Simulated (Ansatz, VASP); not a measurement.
# One calculation of Sb, two programs

```
Sb
1.0
     0.00000    2.30500    2.30500
     2.30500    0.00000    2.30500
     2.30500    2.30500    0.00000
Sb
1
Direct
  0.00000 0.00000 0.00000
```

Alike in both runs: task single point; functional LDA; k mesh 12 × 12 × 12; occupations fermi-dirac, width 0.05 eV; no spin polarisation.

```csv
,VASP,Ansatz
version,VASP 6.6.1,Ansatz 0.2.0
potentials or method,"VASP PAW LDA potentials, release 64 (Sb), cutoff 500 eV","all-electron LAPW, scalar-relativistic"
```

```csv
,VASP,Ansatz,Ansatz less VASP
pressure (GPa),4.0,3.9,-0.13
```

LDA's correlation is that of Perdew and Zunger in VASP and of Perdew and Wang (1992) in Ansatz. Ansatz ran all-electron here, and VASP with PAW potentials.

Spin-orbit coupling is off throughout.
